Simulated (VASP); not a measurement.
A run of VASP 6.6.1 is set up as follows.

Contents of POSCAR:

```
NiO
1.0
    0.0000000000      2.0719018797      2.0719018797
    2.0719018797      0.0000000000      2.0719018797
    2.0719018797      2.0719018797      0.0000000000
Ni O
1 1
Direct
    0.0000000000      0.0000000000      0.0000000000
    0.5000000000      0.5000000000      0.5000000000
```

The input INCAR.step1:

```
PREC     = Accurate       # precision mode
ENCUT    = 520            # plane-wave cutoff, eV
ISMEAR   = -1             # smearing method
SIGMA    = 0.05           # smearing width, eV
LREAL    = False          # projectors in reciprocal space
LASPH    = True           # aspherical terms in the spheres
NELM     = 150            # most SCF steps
ISPIN    = 2              # spin polarisation
MAGMOM   = 1 0            # initial moments
LMAXMIX  = 4              # l up to which the mixer works
NBANDS   = 19             # bands
GGA      = PE             # functional
ALGO     = Normal         # electronic algorithm
EDIFF    = 1E-4           # SCF threshold, eV
LWAVE    = True           # write WAVECAR
LCHARG   = False          # write CHGCAR
```

INCAR.step2

```
PREC     = Accurate       # precision mode
ENCUT    = 520            # plane-wave cutoff, eV
EDIFF    = 1E-6           # SCF threshold, eV
ISMEAR   = -1             # smearing method
SIGMA    = 0.05           # smearing width, eV
LREAL    = False          # projectors in reciprocal space
LASPH    = True           # aspherical terms in the spheres
NELM     = 150            # most SCF steps
ALGO     = Normal         # electronic algorithm
ISIF     = 2              # what is computed and relaxed
LWAVE    = False          # write WAVECAR
LCHARG   = False          # write CHGCAR
ISPIN    = 2              # spin polarisation
MAGMOM   = 1 0            # initial moments
LORBIT   = 11             # projections on sites
LMAXMIX  = 4              # l up to which the mixer works
METAGGA  = R2SCAN         # meta-GGA
LMIXTAU  = True         
NBANDS   = 19             # bands
ISTART   = 1
```

Contents of KPOINTS:

```
regular mesh
0
Gamma
  11 11 11
```

Potentials or basis: VASP PAW PBE potentials, release 64 (Ni, O).

Launch:

```sh
$ cat potpaw_PBE.64/Ni/POTCAR potpaw_PBE.64/O/POTCAR > POTCAR
$ cp INCAR.step1 INCAR
$ mpirun -np 1 vasp_std > vasp.out
$ cp INCAR.step2 INCAR
$ mpirun -np 1 vasp_std > vasp.out
```

Q: What does it give for the pressure?

A: 7.6 GPa.

Q: Estimate the site moments.

A: Ni +1.69; O +0.28 μB.

Caveat: the cell stands under pressure; the PAW data sets were made with another functional, which shifts forces and pressure a little; a cell with one magnetic atom can't hold antiferromagnetic order, which such compounds often take.
